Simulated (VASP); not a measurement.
# NbAs (I4_1md) in VASP: further runs

Runs on NbAs. Level: PBEsol. Tasks: single point.

All numbers are computed with VASP 6.6.1; they aren't measurements. Logs are shortened: lines on timing, memory, paths and dates and some standing lists are left out, and cuts for length are marked.

### 1 The cell of the first run

It takes space group I4_1md (No. 109, tetragonal). Conventional cell: a = 3.439 Å, b = 3.439 Å, c = 11.593 Å, α = 90.00°, β = 90.00°, γ = 90.00°. Nb (site symmetry 2mm) has 6 As at 2.60 to 2.61 Å and 8 Nb at 3.37 to 3.44 Å within 3.5 Å. Within 3.5 Å of As (site symmetry 2mm) lie 6 Nb at 2.60 to 2.61 Å and 8 As at 3.37 to 3.44 Å.

### 2 Single point, PBEsol

INCAR reads:

```
PREC     = Accurate       # precision mode
ENCUT    = 520            # plane-wave cutoff, eV
EDIFF    = 1E-6           # SCF threshold, eV
ISMEAR   = 0              # smearing method
SIGMA    = 0.1            # smearing width, eV
LREAL    = False          # projectors in reciprocal space
LASPH    = True           # aspherical terms in the spheres
NELM     = 100            # most SCF steps
ALGO     = Normal         # electronic algorithm
ISIF     = 2              # what is computed and relaxed
LWAVE    = False          # write WAVECAR
LCHARG   = False          # write CHGCAR
GGA      = PS             # functional
NBANDS   = 26             # bands
```

KPOINTS reads:

```
regular mesh
0
Gamma
  18 18 18
```

POSCAR reads:

```
NbAs
1.0
   -1.7196532138      1.7196532138      5.7965408260
    1.7196532138     -1.7196532138      5.7965408260
    1.7196532138      1.7196532138     -5.7965408260
Nb As
2 2
Direct
    0.7487437888      0.7487437888      0.0000000000
    0.4987437888     -0.0012562112      0.5000000000
    0.1672562112      0.1672562112      0.0000000000
    0.9172562112      0.4172562112      0.5000000000
```

Potentials or basis: VASP PAW PBE potentials, release 64 (Nb_sv, As).

The run is started by

```console
> cat potpaw_PBE.64/Nb_sv/POTCAR potpaw_PBE.64/As/POTCAR > POTCAR
> mpirun -np 1 vasp_std > vasp.out
```

OUTCAR:

```text
PREC = Accurate
   ENCUT = 520
   EDIFF = 1E-6
   ISMEAR = 0
   LREAL = False
   LASPH = True
   NELM = 100
   ISIF = 2
   GGA = PS

 ion  position               nearest neighbor table
   1  0.749  0.749  0.000-   4 2.60   4 2.60   3 2.61   3 2.61   3 2.61   3 2.61
   2  0.499  0.999  0.500-   3 2.60   3 2.60   4 2.61   4 2.61   4 2.61   4 2.61
   3  0.167  0.167  0.000-   2 2.60   2 2.60   1 2.61   1 2.61   1 2.61   1 2.61
   4  0.917  0.417  0.500-   1 2.60   1 2.60   2 2.61   2 2.61   2 2.61   2 2.61

  LATTYP: Found a body centered tetragonal cell.
 ALAT       =     3.4393064276
 C/A-ratio  =     3.3707614881

  Lattice vectors:

 A1 = (  -1.7196532138,   1.7196532138,   5.7965408260)
 A2 = (   1.7196532138,  -1.7196532138,   5.7965408260)
 A3 = (   1.7196532138,   1.7196532138,  -5.7965408260)

Analysis of symmetry for initial positions (statically):
=====================================================================
 Subroutine PRICEL returns:
 Original cell was already a primitive cell.

 Routine SETGRP: Setting up the symmetry group for a
 body centered tetragonal supercell.

 Subroutine GETGRP returns: Found  8 space group operations
 (whereof  4 operations were pure point group operations)
 out of a pool of 16 trial point group operations.

The static configuration has the point symmetry C_2v.
 The point group associated with its full space group is C_4v.

Analysis of symmetry for dynamics (positions and initial velocities):
=====================================================================
 Subroutine PRICEL returns:
 Original cell was already a primitive cell.

 Routine SETGRP: Setting up the symmetry group for a
 body centered tetragonal supercell.

 Subroutine GETGRP returns: Found  8 space group operations
 (whereof  4 operations were pure point group operations)
 out of a pool of 16 trial point group operations.

The dynamic configuration has the point symmetry C_2v.
 The point group associated with its full space group is C_4v.

 Subroutine INISYM returns: Found  8 space group operations
 (whereof  4 operations are pure point group operations),
 and found     1 'primitive' translations

----------------------------------------------------------------------------------------

                                     Primitive cell

  volume of cell :      68.5663

  direct lattice vectors                    reciprocal lattice vectors
    -1.719653214  1.719653214  5.796540826     0.000000000  0.290756297  0.086258342
     1.719653214 -1.719653214  5.796540826     0.290756297  0.000000000  0.086258342
     1.719653214  1.719653214 -5.796540826     0.290756297  0.290756297  0.000000000

  length of vectors
     6.286040081  6.286040081  6.286040081     0.303281595  0.303281595  0.411191498

  position of ions in fractional coordinates (direct lattice)
     0.748743789  0.748743789  0.000000000
     0.498743789  0.998743789  0.500000000
     0.167256211  0.167256211  0.000000000
     0.917256211  0.417256211  0.500000000

  ion indices of the primitive-cell ions
   primitive index   ion index
                 1           1
                 2           2
                 3           3
                 4           4

----------------------------------------------------------------------------------------

 KPOINTS: regular mesh

Automatic generation of k-mesh.
 Grid dimensions read from file:
 generate k-points for:   18   18   18

 Generating k-lattice:

  Cartesian coordinates                     Fractional coordinates (reciprocal lattice)
     0.000000000  0.016153128  0.004792130     0.055555556 -0.000000000  0.000000000
     0.016153128  0.000000000  0.004792130    -0.000000000  0.055555556  0.000000000
     0.016153128  0.016153128  0.000000000     0.000000000  0.000000000  0.055555556

  Length of vectors
     0.016848977  0.016848977  0.022843972

  Shift w.r.t. Gamma in fractional coordinates (k-lattice)
     0.000000000  0.000000000  0.000000000

 Subroutine IBZKPT returns following result:
 ===========================================

 Found    480 irreducible k-points:

 Following reciprocal coordinates:
            Coordinates               Weight
  0.000000  0.000000  0.000000      1.000000
  0.055556  0.000000 -0.000000      8.000000
  0.111111  0.000000 -0.000000      8.000000
  0.166667  0.000000 -0.000000      8.000000
  0.222222  0.000000 -0.000000      8.000000
  0.277778  0.000000 -0.000000      8.000000
[... 16 lines left out ...]
 -0.277778  0.055556  0.000000     16.000000
 -0.222222  0.055556  0.000000     16.000000
 [... further k-points ...]
   k-points           NKPTS =    480   k-points in BZ     NKDIM =    480   number of bands    NBANDS=     26
   number of dos      NEDOS =    301   number of ions     NIONS =      4
   total plane-waves  NPLWV = 110592
   dimension x,y,z NGX =    48 NGY =   48 NGZ =   48
   dimension x,y,z NGXF=    96 NGYF=   96 NGZF=   96
   ions per type =               2   2
   NGX,Y,Z   is equivalent  to a cutoff of  12.69, 12.69, 12.69 a.u.
   NGXF,Y,Z  is equivalent  to a cutoff of  25.39, 25.39, 25.39 a.u.
 SYSTEM =  unknown system
   PREC   = accura    normal or accurate (medium, high low for compatibility)
   ISTART =      0    job   : 0-new  1-cont  2-samecut
   ICHARG =      2    charge: 1-file 2-atom 10-const
   ISPIN  =      1    spin polarized calculation?
   LNONCOLLINEAR =      F non collinear calculations
   LSORBIT =      F    spin-orbit coupling
   LASPH  =      T    aspherical Exc in radial PAW
   ENCUT  =  520.0 eV  38.22 Ry    6.18 a.u.  11.69 11.69 11.69*2*pi/ulx,y,z
   NELM   =    100;   NELMIN=  2; NELMDL= -5     # of ELM steps
   EDIFF  = 0.1E-05   stopping-criterion for ELM
   LREAL  =      F    real-space projection
   EDIFFG = 0.1E-04   stopping-criterion for IOM
   NSW    =      0    number of steps for IOM
   IBRION =     -1    ionic relax: 0-MD 1-quasi-New 2-CG
   NFREE  =      0    steps in history (QN), initial steepest desc. (CG)
   ISIF   =      2    stress and relaxation
   ISYM   =      2    0-nonsym 1-usesym 2-fastsym
   POTIM  = 0.5000    time-step for ionic-motion
   TEBEG  =    0.0;   TEEND  =   0.0 temperature during run
   PSTRESS=    0.0 pullay stress
   NELECT =      36.0000    total number of electrons
   NUPDOWN=      -1.0000    fix difference up-down
   EMIN   =  10.00;   EMAX   =-10.00  energy-range for DOS
   EFERMI =   0.00;   METHOD = LEGACY
   ISMEAR =     0;   SIGMA  =   0.10  broadening in eV -4-tet -1-fermi 0-gaus
   EFERMI_NEDOS =   21; number of points for ismear=-14 and -15
   IALGO  =     38    algorithm
   IMIX   =      4    mixing-type and parameters
     AMIX     =   0.40;   BMIX     =  1.00
     AMIX_MAG =   1.60;   BMIX_MAG =  1.00
  volume/ion in A,a.u.               =      17.14       115.68
  Fermi-wavevector in a.u.,A,eV,Ry     =   1.320704  2.495768 23.732081  1.744259
  Thomas-Fermi vector in A             =   2.450511
   LORBIT       =      0    0 simple, 1 ext, 2 COOP (PROOUT), +10 PAW based schemes
   GGA     = PS    functional components
   LHFCALC =     F    Hartree Fock is set to
   AEXX    =    0.0000 exact exchange contribution
   IVDW    =     0    specifies the selected vdW correction
   LEPSILON=     F    determine dielectric tensor
   LRPA    =     F    only Hartree local field effects (RPA)
 non-spin polarized calculation
 Gauss-broadening in eV      SIGMA  =   0.10
  energy-cutoff  :      520.00
  volume of cell :       68.57
 maximum number of plane-waves:      1864
   NGX = 23   NGY = 23   NGZ = 23

 number of electron      36.0000001 magnetization

 Free energy of the ion-electron system (eV)
  ---------------------------------------------------
  ext. energy  EPLUGINS =         0.00000000
  ---------------------------------------------------
  free energy    TOTEN  =       -35.12703209 eV

  energy without entropy =      -35.12463616  energy(sigma->0) =      -35.12583412

 E-fermi :   9.6979     XC(G=0): -12.0354

 val. band max:        9.6948835701   @ k =  -0.1111   0.3889   0.1111
 cond. band min:       9.7004832418   @ k =  -0.0556   0.5000   0.0556
 fundamental gap:      0.0055996716
 Fermi energy:         9.6978672742

 k-point     1 :       0.0000    0.0000    0.0000
  band No.  band energies     occupation
      1     -45.2902      2.00000
      2     -45.2587      2.00000
      3     -21.5511      2.00000
      4     -21.4334      2.00000
      5     -21.4334      2.00000
      6     -21.2766      2.00000
[... 18 lines left out ...]
     25      13.6630      0.00000
     26      13.6641      0.00000

 k-point     2 :       0.0556    0.0000   -0.0000
  band No.  band energies     occupation
      1     -45.2896      2.00000
      2     -45.2585      2.00000
      3     -21.5488      2.00000
      4     -21.4400      2.00000
      5     -21.4328      2.00000
      6     -21.2832      2.00000
[... 18 lines left out ...]
     25      13.7550      0.00000
     26      13.8018      0.00000

 k-point     3 :       0.1111    0.0000   -0.0000
  band No.  band energies     occupation
      1     -45.2880      2.00000
      2     -45.2579      2.00000
      3     -21.5427      2.00000
      4     -21.4583      2.00000
      5     -21.4310      2.00000
      6     -21.3016      2.00000
[... 18 lines left out ...]
     25      13.9110      0.00000
     26      14.1709      0.00000

 k-point     4 :       0.1667    0.0000   -0.0000
  band No.  band energies     occupation
      1     -45.2854      2.00000
      2     -45.2571      2.00000
      3     -21.5371      2.00000
      4     -21.4821      2.00000
      5     -21.4283      2.00000
      6     -21.3286      2.00000
[... 18 lines left out ...]
     25      14.0915      0.00000
     26      14.6680      0.00000

 k-point     5 :       0.2222    0.0000   -0.0000
  band No.  band energies     occupation
      1     -45.2822      2.00000
      2     -45.2562      2.00000
      3     -21.5486      2.00000
      4     -21.4927      2.00000
      5     -21.4249      2.00000
      6     -21.3601      2.00000
[... 18 lines left out ...]
     25      14.2178      0.00000
     26      15.1851      0.00000

 k-point     6 :       0.2778    0.0000   -0.0000
  band No.  band energies     occupation
      1     -45.2787      2.00000
      2     -45.2553      2.00000
      3     -21.5807      2.00000
      4     -21.4850      2.00000
      5     -21.4212      2.00000
      6     -21.3905      2.00000
[... 427 lines left out ...]
 k-point    21 :      -0.3889    0.0556    0.0000
  band No.  band energies     occupation
      1     -45.2721      2.00000
      2     -45.2535      2.00000
      3     -21.6431      2.00000
      4     -21.4828      2.00000
      5     -21.4240      2.00000
      6     -21.4142      2.00000
[... 18 lines left out ...]
     25      14.2578      0.00000
     26      16.0300      0.00000

 k-point    22 :      -0.3333    0.0556    0.0000
  band No.  band energies     occupation
      1     -45.2751      2.00000
      2     -45.2539      2.00000
      3     -21.6141      2.00000
      4     -21.4790      2.00000
      5     -21.4242      2.00000
      6     -21.4125      2.00000
[... 18 lines left out ...]
     25      14.2425      0.00000
     26      15.8382      0.00000

 k-point    23 :      -0.2778    0.0556    0.0000
  band No.  band energies     occupation
      1     -45.2786      2.00000
      2     -45.2546      2.00000
      3     -21.5797      2.00000
      4     -21.4866      2.00000
      5     -21.4270      2.00000
      6     -21.3910      2.00000
[... 18 lines left out ...]
     25      14.3511      0.00000
     26      15.4847      0.00000

 k-point    24 :      -0.2222    0.0556    0.0000
  band No.  band energies     occupation
      1     -45.2821      2.00000
      2     -45.2555      2.00000
      3     -21.5484      2.00000
      4     -21.4937      2.00000
      5     -21.4307      2.00000
      6     -21.3600      2.00000
[... 18 lines left out ...]
     25      14.3348      0.00000
     26      15.0279      0.00000

 [... further k-points ...]

------------------------ aborting loop because EDIFF is reached ----------------------------------------

  FORCE on cell =-STRESS in cart. coord.  units (eV):
  Direction    XX          YY          ZZ          XY          YZ          ZX
  --------------------------------------------------------------------------------------
  -------------------------------------------------------------------------------------
  Total        0.0814573      0.0814573      0.0425445      0.0000000      0.0000000      0.0000000
  in kB        1.9033993      1.9033993      0.9941294      0.0000000      0.0000000      0.0000000
  external PRESSURE =       1.6003093 kB  Pullay stress =       0.0000000 kB

 VOLUME and BASIS-vectors are now :
 -----------------------------------------------------------------------------
  energy-cutoff  :      520.00
  volume of cell :       68.57
      direct lattice vectors                 reciprocal lattice vectors
    -1.719653214  1.719653214  5.796540826     0.000000000  0.290756297  0.086258342
     1.719653214 -1.719653214  5.796540826     0.290756297  0.000000000  0.086258342
     1.719653214  1.719653214 -5.796540826     0.290756297  0.290756297  0.000000000

 POSITION                                       TOTAL-FORCE (eV/Angst)
 -----------------------------------------------------------------------------------
      0.00000      0.00000      8.68025         0.000000     -0.000000     -0.000993
      1.71965     -0.00000      5.78198        -0.000000      0.000000     -0.000993
      0.00000      0.00000      1.93901        -0.000000     -0.000000      0.000993
     -0.00000      1.71965      4.83729         0.000000      0.000000      0.000993
 -----------------------------------------------------------------------------------
    total drift:                                0.000000      0.000000     -0.000214

  FREE ENERGIE OF THE ION-ELECTRON SYSTEM (eV)
  ---------------------------------------------------
  free  energy   TOTEN  =       -35.1270320861 eV

  energy  without entropy=      -35.1246361623  energy(sigma->0) =      -35.12583412
```

Run time: 12 min. Hardware: 1 thread of Intel Xeon 6975P-C (Granite Rapids), shared host; peak memory 0.89 GiB.

Results:

* Free energy: -35.1270 eV
* Pressure: 0.2 GPa
* Band gap on the k mesh: zero (bands 18 and 19 overlap by 0.04 eV)

Caveat: the PAW data sets were made with another functional, which shifts forces and pressure a little.

(Part 1 of 2 ends here.)
